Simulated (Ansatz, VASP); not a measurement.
Au: VASP beside Ansatz

```xyz
1
Lattice="-1.6987 1.6987 1.6987 1.6987 -1.6987 1.6987 1.6987 1.6987 -1.6987" Properties=species:S:1:pos:R:3 pbc="T T T"
Au    0.0000    0.0000    0.0000
```

Change from the starting cell: strain +0.025 along x and y, +0.025 along z, atoms carried along.

Alike in both runs: task single point; functional r2SCAN; k mesh 20 × 20 × 20; occupations gaussian, width 0.15 eV; no spin polarisation.

|  | VASP | Ansatz |
| --- | --- | --- |
| version | VASP 6.6.1 | Ansatz 0.2.0 |
| potentials or method | VASP PAW PBE potentials, release 64 (Au), cutoff 520 eV | scalar-relativistic, plane waves, PAW |
| valence electrons in the cell | 11 | 19 |

```tsv
	VASP	Ansatz	Ansatz less VASP
gap on the k mesh at the Fermi level (eV)	none	none	-
pressure (GPa)	-11.6	-11.7	-0.13
```

VASP's potentials were made for PBE, not for r2SCAN. A gap of «none» marks a metal or a gap that the smearing closes. VASP's potentials hold 11 valence electrons a cell and Ansatz's 19, so a difference there can come from the potentials and not from the codes.

Spin-orbit coupling is off throughout.
